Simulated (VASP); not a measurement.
Input of a VASP 6.6.1 run:

Contents of INCAR:

```
SYSTEM = BP
PREC     = Accurate       ! precision mode
ENCUT    = 520            ! plane-wave cutoff, eV
EDIFF    = 1E-6           ! SCF threshold, eV
ISMEAR   = 0              ! smearing method
SIGMA    = 0.05           ! smearing width, eV
LREAL    = Auto         
LASPH    = .True.         ! aspherical terms in the spheres
NELM     = 60             ! most SCF steps
ALGO     = Normal         ! electronic algorithm
ISIF     = 2              ! what is computed and relaxed
LWAVE    = .False.        ! write WAVECAR
LCHARG   = .False.        ! write CHGCAR
LDIPOL   = .True.       
IDIPOL   = 3            
DIPOL    = 0.5 0.5 0.499
GGA      = PS             ! functional
NBANDS   = 56             ! bands
```

The input KPOINTS:

```
regular mesh
0
Gamma
  8 3 1
  0 0 0
```

Contents of POSCAR:

```
BP
1.0
    3.1962448307      0.0000000000      0.0000000000
    0.0000000000      9.0403455764      0.0000000000
    0.0000000000      0.0000000000     21.3924896613
B P
10 10
Direct
    0.5000000000      0.7500000000      0.3505903295
    0.5000000000      0.2500000000      0.3505903295
    0.0000000000      0.5000000000      0.4252951648
    0.0000000000      0.0000000000      0.4252951648
    0.5000000000      0.2471439456      0.4997159268
    0.5000000000      0.7471439456      0.4997159268
    0.0000000000     -0.0006291629      0.5756518332
    0.0000000000      0.4993708371      0.5756518332
    0.5000000000      0.7198251013      0.6332432043
    0.5000000000      0.2198251013      0.6332432043
    0.0000000000      0.1250000000      0.3505903295
    0.0000000000      0.6250000000      0.3505903295
    0.5000000000      0.8750000000      0.4252951648
    0.5000000000      0.3750000000      0.4252951648
    0.0000000000      0.6234286073      0.5001476617
    0.0000000000      0.1234286073      0.5001476617
    0.5000000000      0.3770968430      0.5746270771
    0.5000000000      0.8770968430      0.5746270771
    0.0000000000      0.1163402063      0.6562914031
    0.0000000000      0.6163402063      0.6562914031
```

Potentials or basis: VASP PAW PBE potentials, release 64 (B, P).

Launch:

```bash
$ cat potpaw_PBE.64/B/POTCAR potpaw_PBE.64/P/POTCAR > POTCAR
$ mpirun -np 1 vasp_std > vasp.out
```

Q: Estimate the largest force.

A: 2.881 eV/Å.

Q: Predict the band gap on the k mesh.

A: 0.06 eV.

Forces in eV/Å, atoms in the order of the input:
```
B    0.000 -1.690  2.333
B    0.000 -1.690  2.333
B    0.000 -0.090  0.496
B    0.000 -0.090  0.496
B    0.000  0.002  0.001
B    0.000  0.002  0.001
B    0.000  0.015 -0.001
B    0.000  0.015 -0.001
B    0.000 -0.008  0.000
B    0.000 -0.008  0.000
P    0.000  1.084 -1.558
P    0.000  1.084 -1.558
P    0.000  0.693 -1.292
P    0.000  0.693 -1.292
P    0.000  0.004  0.003
P    0.000  0.004  0.003
P    0.000 -0.006  0.006
P    0.000 -0.006  0.006
P    0.000 -0.003  0.011
P    0.000 -0.003  0.011
```

Caveat: the PAW data sets were made with another functional, which shifts forces and pressure a little.
